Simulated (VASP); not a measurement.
Runs of VASP 6.6.1 on PbSe (Clausthalite). Symmetry: Fm-3m, No. 225, cubic system. Conventional cell: a = 6.139 Å, b = 6.139 Å, c = 6.139 Å, α = 90.00°, β = 90.00°, γ = 90.00°. Pb (site symmetry m-3m) has 6 Se at 3.07 Å within 4.0 Å. Se (site symmetry m-3m) has 6 Pb at 3.07 Å within 4.0 Å. 

| level | potentials or basis | k mesh | gap on the mesh (eV) | pressure (GPa) |
| --- | --- | --- | --- | --- |
| PBE | VASP PAW PBE potentials, release 64 (Pb_d, Se) | 4 × 4 × 4 | 0.32 | 1.9 |
| r2SCAN | VASP PAW PBE potentials, release 64 (Pb_d, Se) | 4 × 4 × 4 | 0.61 | 1.1 |
| PBE | VASP PAW PBE potentials, release 64 (Pb_d, Se) | 6 × 6 × 6 | 0.32 | 1.9 |
| LDA | VASP PAW LDA potentials, release 64 (Pb_d, Se) | 4 × 4 × 4 | (a) | -2.4 |

Alike in all rows: task single point; no spin polarisation; cell as given; cutoff (eV) 520; smearing gaussian 0.01 eV.

**Question.** Estimate the missing entries.

**Answer.** (a) 0.19.

Caveats: some runs use coarse meshes; spin-orbit coupling is left out, which moves the levels of the heavy elements; the PAW data sets were made with another functional, which shifts forces and pressure a little (some runs).

A k mesh can miss the band edges, and the runs leave out spin-orbit coupling on Pb, Se.
